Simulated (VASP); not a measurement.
# SnO2 (P4_2/mnm) in VASP: further runs

Runs on SnO2. Level: PBE. Tasks: relaxation of cell and atoms, single point.

Program: VASP 6.6.1. These are calculated values, not measurements. Logs are shortened: lines on timing, memory, paths and dates and some standing lists are left out, and cuts for length are marked.

## 1. The cell of the first run

Symmetry: P4_2/mnm, No. 136, tetragonal system. The conventional cell has a = 4.738 Å, b = 4.738 Å, c = 3.187 Å, α = 90.00°, β = 90.00°, γ = 90.00°. Sn (site symmetry mmm) has 6 O at 2.05 to 2.06 Å within 2.7 Å. Within 2.7 Å of O (site symmetry m2m) lie 3 Sn at 2.05 to 2.06 Å and 1 O at 2.59 Å.

## 2. Relaxation of cell and atoms, PBE, target pressure 40 GPa, at which the enthalpy is minimised

Contents of INCAR:

```
PREC = Accurate ; ENCUT = 600
EDIFF = 1E-7 ; ISMEAR = -1
SIGMA = 0.05 ; LREAL = False
LASPH = True ; NELM = 100
ALGO = Normal ; ISIF = 3
LWAVE = False ; LCHARG = False
GGA = PE ; IBRION = 2
NSW = 80 ; EDIFFG = -0.01
PSTRESS = 400.0
```

Contents of KPOINTS:

```
Automatic mesh
0
Gamma
  4 4 6
```

Contents of POSCAR:

```
SnO2
1.0
    4.7380000000      0.0000000000      0.0000000000
    0.0000000000      4.7380000000      0.0000000000
    0.0000000000      0.0000000000      3.1865000000
Sn O
2 4
Direct
    0.0000000000      0.0000000000      0.0000000000
    0.5000000000      0.5000000000      0.5000000000
    0.3071000000      0.3071000000      0.0000000000
    0.1929000000      0.8071000000      0.5000000000
    0.6929000000      0.6929000000      0.0000000000
    0.8071000000      0.1929000000      0.5000000000
```

Potentials or basis: VASP PAW PBE potentials, release 64 (Sn_d, O).

Run with:

```console
$ cat potpaw_PBE.64/Sn_d/POTCAR potpaw_PBE.64/O/POTCAR > POTCAR
$ mpirun -np 1 vasp_std > vasp.out
```

OUTCAR:

```text
PREC = Accurate
   ENCUT = 600
   EDIFF = 1E-7
   ISMEAR = -1
   LREAL = False
   LASPH = True
   NELM = 100
   ISIF = 3
   GGA = PE
   IBRION = 2
   NSW = 80
   EDIFFG = -0.01
   PSTRESS = 400.0

 ion  position               nearest neighbor table
   1  0.000  0.000  0.000-   4 2.05   6 2.05   4 2.05   6 2.05   5 2.06   3 2.06   2 3.71   2 3.71
                             2 3.71   2 3.71   2 3.71   2 3.71   2 3.71   2 3.71
   2  0.500  0.500  0.500-   3 2.05   5 2.05   3 2.05   5 2.05   4 2.06   6 2.06   1 3.71   1 3.71
                             1 3.71   1 3.71   1 3.71   1 3.71   1 3.71   1 3.71
   3  0.307  0.307  0.000-   2 2.05   2 2.05   1 2.06
   4  0.193  0.807  0.500-   1 2.05   1 2.05   2 2.06
   5  0.693  0.693  0.000-   2 2.05   2 2.05   1 2.06
   6  0.807  0.193  0.500-   1 2.05   1 2.05   2 2.06

  LATTYP: Found a simple tetragonal cell.
 ALAT       =     4.7380000000
 C/A-ratio  =     0.6725411566

  Lattice vectors:

 A1 = (   4.7380000000,   0.0000000000,   0.0000000000)
 A2 = (   0.0000000000,   4.7380000000,   0.0000000000)
 A3 = (   0.0000000000,   0.0000000000,   3.1865000000)

Analysis of symmetry for initial positions (statically):
=====================================================================
 Subroutine PRICEL returns:
 Original cell was already a primitive cell.

 Routine SETGRP: Setting up the symmetry group for a
 simple tetragonal supercell.

 Subroutine GETGRP returns: Found 16 space group operations
 (whereof  8 operations were pure point group operations)
 out of a pool of 16 trial point group operations.

The static configuration has the point symmetry D_2h.
 The point group associated with its full space group is D_4h.

Analysis of symmetry for dynamics (positions and initial velocities):
=====================================================================
 Subroutine PRICEL returns:
 Original cell was already a primitive cell.

 Routine SETGRP: Setting up the symmetry group for a
 simple tetragonal supercell.

 Subroutine GETGRP returns: Found 16 space group operations
 (whereof  8 operations were pure point group operations)
 out of a pool of 16 trial point group operations.

The dynamic configuration has the point symmetry D_2h.
 The point group associated with its full space group is D_4h.

 Subroutine INISYM returns: Found 16 space group operations
 (whereof  8 operations are pure point group operations),
 and found     1 'primitive' translations

----------------------------------------------------------------------------------------

                                     Primitive cell

  volume of cell :      71.5326

  direct lattice vectors                    reciprocal lattice vectors
     4.738000000  0.000000000  0.000000000     0.211059519  0.000000000  0.000000000
     0.000000000  4.738000000  0.000000000     0.000000000  0.211059519  0.000000000
     0.000000000  0.000000000  3.186500000     0.000000000  0.000000000  0.313823945

  length of vectors
     4.738000000  4.738000000  3.186500000     0.211059519  0.211059519  0.313823945

  position of ions in fractional coordinates (direct lattice)
     0.000000000  0.000000000  0.000000000
     0.500000000  0.500000000  0.500000000
     0.307100000  0.307100000  0.000000000
     0.192900000  0.807100000  0.500000000
     0.692900000  0.692900000  0.000000000
     0.807100000  0.192900000  0.500000000

  ion indices of the primitive-cell ions
   primitive index   ion index
                 1           1
                 2           2
                 3           3
                 4           4
                 5           5
                 6           6

----------------------------------------------------------------------------------------

 KPOINTS: Automatic mesh

Automatic generation of k-mesh.
 Grid dimensions read from file:
 generate k-points for:    4    4    6

 Generating k-lattice:

  Cartesian coordinates                     Fractional coordinates (reciprocal lattice)
     0.052764880  0.000000000  0.000000000     0.250000000  0.000000000  0.000000000
     0.000000000  0.052764880  0.000000000     0.000000000  0.250000000  0.000000000
     0.000000000  0.000000000  0.052303991     0.000000000  0.000000000  0.166666667

  Length of vectors
     0.052764880  0.052764880  0.052303991

  Shift w.r.t. Gamma in fractional coordinates (k-lattice)
     0.000000000  0.000000000  0.000000000

 Subroutine IBZKPT returns following result:
 ===========================================

 Found     24 irreducible k-points:

 Following reciprocal coordinates:
            Coordinates               Weight
  0.000000  0.000000  0.000000      1.000000
  0.250000  0.000000  0.000000      4.000000
  0.500000  0.000000  0.000000      2.000000
  0.250000  0.250000  0.000000      4.000000
  0.500000  0.250000  0.000000      4.000000
  0.500000  0.500000  0.000000      1.000000
[... 16 lines left out ...]
  0.500000  0.250000  0.500000      4.000000
[... 32 lines left out ...]
   EMIN   =  10.00;   EMAX   =-10.00  energy-range for DOS
   EFERMI =   0.00;   METHOD = LEGACY
   ISMEAR =    -1;   SIGMA  =   0.05  broadening in eV -4-tet -1-fermi 0-gaus
   EFERMI_NEDOS =   21; number of points for ismear=-14 and -15
   IALGO  =     38    algorithm
   IMIX   =      4    mixing-type and parameters
     AMIX     =   0.40;   BMIX     =  1.00
     AMIX_MAG =   1.60;   BMIX_MAG =  1.00
  volume/ion in A,a.u.               =      11.92        80.45
  Fermi-wavevector in a.u.,A,eV,Ry     =   1.472000  2.781677 29.480903  2.166785
  Thomas-Fermi vector in A             =   2.587068
   LORBIT       =      0    0 simple, 1 ext, 2 COOP (PROOUT), +10 PAW based schemes
   GGA     = PE    functional components
   LHFCALC =     F    Hartree Fock is set to
   AEXX    =    0.0000 exact exchange contribution
   IVDW    =     0    specifies the selected vdW correction
   LEPSILON=     F    determine dielectric tensor
   LRPA    =     F    only Hartree local field effects (RPA)
 conjugate gradient relaxation of ions
 non-spin polarized calculation
  energy-cutoff  :      600.00
  volume of cell :       71.53
 maximum number of plane-waves:      2409
 NGX is ok and might be reduce to    40
   NGX = 19   NGY = 19   NGZ = 13

--------------------------------------- Ionic step        1  -------------------------------------------

 number of electron      52.0000000 magnetization

 Free energy of the ion-electron system (eV)
  ---------------------------------------------------
  ext. energy  EPLUGINS =         0.00000000
  ---------------------------------------------------
  free energy    TOTEN  =       -37.16854330 eV

  energy without entropy =      -37.16854322  energy(sigma->0) =      -37.16854326

------------------------ aborting loop because EDIFF is reached ----------------------------------------

  FORCE on cell =-STRESS in cart. coord.  units (eV):
  Direction    XX          YY          ZZ          XY          YZ          ZX
  --------------------------------------------------------------------------------------
  -------------------------------------------------------------------------------------
  Total        4.6860410      4.6860410      6.1443997      0.0000000      0.0000000      0.0000000
  in kB      104.9572949    104.9572949    137.6214112      0.0000000      0.0000000      0.0000000
  external PRESSURE =    -284.1546663 kB  Pullay stress =     400.0000000 kB
[... 27 lines left out ...]
  enthalpy is  TOTEN    =       -19.3096951549 eV   P V=       17.8588481479

--------------------------------------- Ionic step        2  -------------------------------------------

 number of electron      52.0000007 magnetization

 E-fermi :  11.7196     XC(G=0): -13.0877

 val. band max:       10.5941335645   @ k =   0.5000   0.0000   0.5000
 cond. band min:      16.1682920376   @ k =   0.0000   0.0000   0.0000
 fundamental gap:      5.5741584731
 Fermi energy:        11.7196260881

 k-point     1 :       0.0000    0.0000    0.0000
  band No.  band energies     occupation
      1     -11.7608      2.00000
      2     -11.4390      2.00000
      3      -9.3792      2.00000
      4      -8.9615      2.00000
      5      -8.9039      2.00000
      6      -8.9039      2.00000
[... 880 lines left out ...]
  FREE ENERGIE OF THE ION-ELECTRON SYSTEM (eV)
  ---------------------------------------------------
  free  energy   TOTEN  =       -36.2543338032 eV

  energy  without entropy=      -36.2543338032  energy(sigma->0) =      -36.25433380

  enthalpy is  TOTEN    =       -19.9641207285 eV   P V=       16.2902130748

[... ionic steps 4 to 9 ...]

--------------------------------------- Ionic step       10  -------------------------------------------

 number of electron      52.0000026 magnetization

------------------------ aborting loop because EDIFF is reached ----------------------------------------

  FORCE on cell =-STRESS in cart. coord.  units (eV):
  Direction    XX          YY          ZZ          XY          YZ          ZX
  --------------------------------------------------------------------------------------
  -------------------------------------------------------------------------------------
  Total       16.1170728     16.1170728     16.2265959      0.0000000      0.0000000      0.0000000
  in kB      400.4172105    400.4172105    403.1382331      0.0000000      0.0000000      0.0000000
  external PRESSURE =       1.3242180 kB  Pullay stress =     400.0000000 kB
[... 69 lines left out ...]
  enthalpy is  TOTEN    =       -20.0196032188 eV   P V=       16.1077926170

--------------------------------------- Ionic step       12  -------------------------------------------

 number of electron      52.0000025 magnetization

 Free energy of the ion-electron system (eV)
  ---------------------------------------------------
  ext. energy  EPLUGINS =         0.00000000
  ---------------------------------------------------
  free energy    TOTEN  =       -36.12319406 eV

  energy without entropy =      -36.12319406  energy(sigma->0) =      -36.12319406

 E-fermi :   8.3990     XC(G=0): -11.8360

 val. band max:        7.4148090827   @ k =   0.0000   0.0000   0.0000
 cond. band min:       9.8523317470   @ k =   0.0000   0.0000   0.0000
 fundamental gap:      2.4375226642
 Fermi energy:         8.3990048718

 k-point     1 :       0.0000    0.0000    0.0000
  band No.  band energies     occupation
      1     -13.9059      2.00000
      2     -12.8893      2.00000
      3     -12.5074      2.00000
      4     -12.3950      2.00000
      5     -12.3695      2.00000
      6     -12.3695      2.00000
[... 838 lines left out ...]
  FREE ENERGIE OF THE ION-ELECTRON SYSTEM (eV)
  ---------------------------------------------------
  free  energy   TOTEN  =       -36.1231940597 eV

  energy  without entropy=      -36.1231940597  energy(sigma->0) =      -36.12319406

  enthalpy is  TOTEN    =       -20.0196661054 eV   P V=       16.1035279543

 reached required accuracy - stopping structural energy minimisation
```

Wall time 10 min (1 thread of Intel Xeon Platinum 8375C at 2.90GHz (Ice Lake), shared host); peak memory 0.23 GiB.

What came out:

* Free energy: -36.1232 eV
* Relaxed volume: 10.75 Å³/atom
* Relaxed cell: a = 4.527 Å, b = 4.527 Å, c = 3.148 Å, α = 90.00°, β = 90.00°, γ = 90.00°
* Space group after relaxing (to 0.1 Å): P4_2/mnm (No. 136)
* Energy change on relaxing (the run minimises the enthalpy): +174.2 meV/atom
* Ionic steps: 12
* Pressure after relaxing: 40.0 GPa
* Largest force after relaxing: 0.004 eV/Å
* Band gap on the k mesh: 2.44 eV

Forces on the atoms (eV/Å):
```
Sn   0.000  0.000  0.000
Sn   0.000  0.000  0.000
O    0.003  0.003  0.000
O   -0.003  0.003  0.000
O   -0.003 -0.003  0.000
O    0.003 -0.003  0.000
```

Step by step:
| step | energy change (eV) | largest force (eV/Å) | pressure (GPa) | volume (Å³) |
| --- | --- | --- | --- | --- |
| 1 | 0.0000 | 0.2931 | 11.58 | 71.53 |
| 2 | 8.3457 | 1.1001 | 163.19 | 51.80 |
| 3 | 0.9142 | 0.5971 | 37.76 | 65.25 |
| 4 | 1.0102 | 0.6149 | 39.90 | 64.85 |
| 5 | 1.0422 | 0.6207 | 40.60 | 64.72 |
| 6 | 1.1284 | 0.6163 | 41.19 | 64.26 |
| 7 | 1.0668 | 0.1350 | 40.70 | 64.44 |
| 8 | 0.9784 | 0.0624 | 38.65 | 64.78 |
| 9 | 0.9850 | 0.0680 | 38.82 | 64.75 |
| 10 | 1.0487 | 0.0393 | 40.13 | 64.49 |
| 11 | 1.0411 | 0.0268 | 39.98 | 64.52 |
| 12 | 1.0454 | 0.0037 | 40.03 | 64.50 |

Final structure:
```yaml
crystal:
  lattice:
    - [4.52682, 0.00000, 0.00000]
    - [0.00000, 4.52682, 0.00000]
    - [0.00000, 0.00000, 3.14764]
  atoms:
    - { symbol: Sn, position: [0.00000, 0.00000, 0.00000] }
    - { symbol: Sn, position: [0.50000, 0.50000, 0.50000] }
    - { symbol: O, position: [0.30526, 0.30526, 0.00000] }
    - { symbol: O, position: [0.19474, 0.80526, 0.50000] }
    - { symbol: O, position: [0.69474, 0.69474, 0.00000] }
    - { symbol: O, position: [0.80526, 0.19474, 0.50000] }
```

Caveat: the cell is relaxed towards a set pressure, so the run minimises the enthalpy, not the energy; spin-orbit coupling is left out, which moves the levels of the heavy elements. PBE gaps usually lie below the measured ones, often by a third to a half.

## 3. Single point, PBE

This run uses another cell than the first one, of 10.73 Å³/atom.

Contents of INCAR:

```
  ALGO = Normal
  EDIFF = 1E-6
  ENCUT = 520
  GGA = PE
  ISIF = 2
  ISMEAR = -1
  LASPH = True
  LCHARG = False
  LREAL = False
  LWAVE = False
  NBANDS = 35
  NELM = 60
  PREC = Accurate
  SIGMA = 0.05
```

Contents of KPOINTS:

```
k-points
0
Gamma
  4 4 6
```

Contents of POSCAR:

```
SnO2
1.0
    4.5256436674      0.0000000000      0.0000000000
    0.0000000000      4.5256436674      0.0000000000
    0.0000000000      0.0000000000      3.1445593034
Sn O
2 4
Direct
    0.0000000000      0.0000000000      0.0000000000
    0.5000000000      0.5000000000      0.5000000000
    0.3052957371      0.3052957371      0.0000000000
    0.1947042629      0.8052957371      0.5000000000
    0.6947042629      0.6947042629      0.0000000000
    0.8052957371      0.1947042629      0.5000000000
```

Potentials or basis: VASP PAW PBE potentials, release 64 (Sn_d, O).

Run with:

```console
$ cat potpaw_PBE.64/Sn_d/POTCAR potpaw_PBE.64/O/POTCAR > POTCAR
$ mpirun -np 1 vasp_std > vasp.out
```

It took 27 s on 1 thread of AMD EPYC 9R45 (Zen 5), shared host; peak memory 0.16 GiB.

The run converged. Its results:

- Free energy: -36.0651 eV
- Pressure: 40.9 GPa
- Largest force: 0.015 eV/Å
- Band gap on the k mesh: 2.46 eV

Forces on the atoms (eV/Å):
```
Sn   0.000  0.000  0.000
Sn   0.000  0.000  0.000
O   -0.011 -0.011  0.000
O    0.011 -0.011  0.000
O    0.011  0.011  0.000
O   -0.011  0.011  0.000
```

Stress tensor (GPa, compression positive):
```
40.77  0.00  0.00
 0.00 40.77  0.00
 0.00  0.00 41.13
```

Levels at points of the mesh, in eV from the valence-band top:
| k point | band 24 | band 25 | band 26 | band 27 | band 28 | band 29 |
| --- | --- | --- | --- | --- | --- | --- |
| (0.00, 0.00, 0.00) | -0.83 | -0.83 | 0.00 | 2.46 | 6.68 | 6.68 |
| (0.50, 0.00, 0.00) | -1.19 | -0.64 | -0.64 | 5.62 | 5.62 | 7.52 |
| (0.50, 0.50, 0.00) | -1.33 | -0.93 | -0.93 | 6.02 | 6.02 | 8.21 |
| (0.00, 0.00, 0.50) | -1.96 | -1.39 | -1.39 | 7.48 | 7.48 | 10.62 |
| (0.50, 0.00, 0.50) | -1.25 | -0.48 | -0.48 | 7.85 | 7.85 | 9.16 |
| (0.50, 0.50, 0.50) | -1.01 | -0.90 | -0.90 | 6.03 | 6.03 | 9.46 |

Caveat: the cell stands under pressure; spin-orbit coupling is left out, which moves the levels of the heavy elements. A hybrid or GW would open this gap; PBE tends to underestimate it.

## 4. Single point, PBE

This run uses another cell than the first one, of 11.07 Å³/atom.

Contents of INCAR:

```
  PREC = Accurate
  ENCUT = 520
  EDIFF = 1E-7
  ISMEAR = -1
  SIGMA = 0.05
  LREAL = F
  LASPH = T
  NELM = 100
  ALGO = Normal
  ISIF = 2
  LWAVE = F
  LCHARG = T
  GGA = PE
  LELF = T
  LVHAR = T
  NBANDS = 35
```

Contents of KPOINTS:

```
regular mesh
0
Gamma
  4 4 6
```

Contents of POSCAR:

```
SnO2
1.0
    4.5818449681      0.0000000000      0.0000000000
    0.0000000000      4.5818449681      0.0000000000
    0.0000000000      0.0000000000      3.1626539633
Sn O
2 4
Direct
    0.0000000000      0.0000000000      0.0000000000
    0.5000000000      0.5000000000      0.5000000000
    0.3052588556      0.3052588556      0.0000000000
    0.1947411444      0.8052588556      0.5000000000
    0.6947411444      0.6947411444      0.0000000000
    0.8052588556      0.1947411444      0.5000000000
```

Run with:

```console
$ cat potpaw_PBE.64/Sn_d/POTCAR potpaw_PBE.64/O/POTCAR > POTCAR
$ mpirun -np 1 vasp_std > vasp.out
```

Run time: 33 s. Hardware: 1 thread of AMD EPYC 9R45 (Zen 5), shared host; peak memory 0.16 GiB.

Results (log left out):

| Item | Value |
| --- | --- |
| Free energy | -36.5120 eV |
| Pressure | 30.9 GPa |
| Largest force | 0.014 eV/Å |
| Band gap on the k mesh | 2.08 eV |

Forces on the atoms (eV/Å):
```
Sn   0.000  0.000  0.000
Sn   0.000  0.000  0.000
O   -0.010 -0.010  0.000
O    0.010 -0.010  0.000
O    0.010  0.010  0.000
O   -0.010  0.010  0.000
```

Stress tensor (GPa, compression positive):
```
30.76  0.00  0.00
 0.00 30.76  0.00
 0.00  0.00 31.11
```

Levels at points of the mesh, in eV from the valence-band top:
```tsv
k point	band 23	band 24	band 25	band 26	band 27	band 28	band 29	band 30
(0.00, 0.00, 0.00)	-1.24	-0.81	-0.81	0.00	2.08	6.56	6.56	6.66
(0.50, 0.00, 0.00)	-1.20	-1.20	-0.64	-0.64	5.26	5.26	7.38	7.38
(0.50, 0.50, 0.00)	-1.34	-1.34	-0.92	-0.92	5.67	5.67	8.00	8.00
(0.00, 0.00, 0.50)	-1.87	-1.87	-1.35	-1.35	7.08	7.08	10.38	10.38
(0.50, 0.00, 0.50)	-1.21	-1.21	-0.55	-0.55	7.43	7.43	8.85	8.85
(0.50, 0.50, 0.50)	-0.99	-0.99	-0.88	-0.88	5.66	5.66	9.32	9.32
```

Caveat: the cell stands under pressure; spin-orbit coupling is left out, which moves the levels of the heavy elements.

## 5. Summary

```csv
task,cell,cutoff (eV),gap on the mesh (eV),pressure (GPa),largest force (eV/Å)
relaxation of cell and atoms,"relaxed to 40 GPa from a = 4.738, b = 4.738, c = 3.187 Å, 6 atoms, atomic positions A",600,2.44,40.0,-
single point,"a = 4.526, b = 4.526, c = 3.145 Å, 6 atoms, atomic positions B",520,2.46,40.9,0.01
single point,"a = 4.582, b = 4.582, c = 3.163 Å, 6 atoms, atomic positions B",520,2.08,30.9,0.01
```

Alike in all rows: level PBE; potentials or basis VASP PAW PBE potentials, release 64 (Sn_d, O); no spin polarisation; k mesh 4 × 4 × 6; smearing fermi-dirac 0.05 eV.

Caveats: spin-orbit coupling is left out, which moves the levels of the heavy elements; the cell stands under pressure (at least some runs); the cell is relaxed towards a set pressure, so the run minimises the enthalpy, not the energy (at least some runs).

Total energies depend on the potentials used, so only differences within one code and one set of settings carry meaning.
